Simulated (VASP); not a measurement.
A run of VASP 6.6.1:

The input INCAR:

```
ALGO = Normal
EDIFF = 1E-6
ENCUT = 520
GGA = PE
ISIF = 2
ISMEAR = -1
LASPH = True
LCHARG = False
LREAL = False
LWAVE = False
NBANDS = 11
NELM = 80
PREC = Accurate
SIGMA = 0.08
```

File KPOINTS:

```
k-points
0
Gamma
  11 11 11
```

POSCAR

```
Si
1.0
    0.0000000000      2.7426247000      2.7154700000
    2.7426247000      0.0000000000      2.7154700000
    2.7426247000      2.7426247000      0.0000000000
Si
2
Direct
    0.5000000000      0.5000000000      0.5000000000
    0.7500000000      0.7500000000      0.7500000000
```

Potentials or basis: VASP PAW PBE potentials, release 64 (Si).

Run with:

```sh
$ cat potpaw_PBE.64/Si/POTCAR > POTCAR
$ mpirun -np 1 vasp_std > vasp.out
```

Hardware: 1 thread of Intel Xeon 6975P-C (shared host).

Task: Estimate the wall time of this run.

Result: It took 30 s on 1 thread of Intel Xeon 6975P-C, with other jobs on the host, peak memory 0.18 GiB. Counts: scf iterations 11, k points 126.
